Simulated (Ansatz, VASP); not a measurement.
## One calculation of MoS2, two programs

INCAR

```
PREC = Accurate ; ENCUT = 520
EDIFF = 1E-6 ; ISMEAR = 0
SIGMA = 0.02 ; LREAL = False
LASPH = True ; NELM = 60
ALGO = Normal ; ISIF = 2
LWAVE = False ; LCHARG = False
GGA = PE ; IVDW = 12
NBANDS = 35
```

File KPOINTS:

```
regular mesh
0
Gamma
  12 12 4
```

POSCAR

```
MoS2
1.0
    3.1808119164      0.0000000000      0.0000000000
   -1.5904059582      2.7546639242      0.0000000000
    0.0000000000      0.0000000000     12.2145751160
Mo S
2 4
Direct
    0.6666666667      0.3333333333      0.2496133065
    0.3333333333      0.6666666667      0.7503866935
    0.3333333333      0.6666666667      0.3770866819
    0.6666666667      0.3333333333      0.8778544362
    0.3333333333      0.6666666667      0.1221455638
    0.6666666667      0.3333333333      0.6229133181
```

Input for Ansatz:

```yaml
crystal:
  lattice:
    - [3.1808119164, 0.0, 0.0]
    - [-1.5904059582, 2.7546639242, 0.0]
    - [0.0, 0.0, 12.214575116]
  atoms:
    - { symbol: Mo, position: [0.6666666667, 0.3333333333, 0.2496133065] }
    - { symbol: Mo, position: [0.3333333333, 0.6666666667, 0.7503866935] }
    - { symbol: S, position: [0.3333333333, 0.6666666667, 0.3770866819] }
    - { symbol: S, position: [0.6666666667, 0.3333333333, 0.8778544362] }
    - { symbol: S, position: [0.3333333333, 0.6666666667, 0.1221455638] }
    - { symbol: S, position: [0.6666666667, 0.3333333333, 0.6229133181] }
basis:
  ecutwfc: 420
kpoints:
  mp_grid: { grid: [12, 12, 4] }
  band_path: { path: [VBM, CBM], npoints: 2 }
hamiltonian:
  xc: pbe
  dispersion: d3bj
scf:
  occupations: { method: gaussian, width: 0.02 }
output:
  forces: true
  stress: true
  eigenvalues: true
checkpoint:
  read: start.run
  write: ck
  compress: false
  write_wavefunctions: false
  write_every: 100000
```

Alike in both runs: task single point; functional PBE; dispersion D3(BJ); k mesh 12 × 12 × 4; occupations gaussian, width 0.02 eV; no spin polarisation.

|  | VASP | Ansatz |
| --- | --- | --- |
| version | VASP 6.6.1 | Ansatz 0.2.0 |
| potentials or method | VASP PAW PBE potentials, release 64 (Mo_sv, S), cutoff 520 eV | scalar-relativistic, plane waves, PAW |
| valence electrons in the cell | 52 | 52 |

```tsv
	VASP	Ansatz	Ansatz less VASP
gap on the k mesh at the Fermi level (eV)	0.85	0.84	-0.015
least direct gap on the mesh (eV)	1.61	1.60	-0.004
pressure (GPa)	-2.2	-2.1	+0.14
traceless stress, the component that is largest in VASP (GPa)	1.36	1.40	+0.037
rms of the force components (eV/Å)	0.005	0.002	-0.0027
```

Atom by atom the forces differ by 0.006 eV/Å (rms over components).
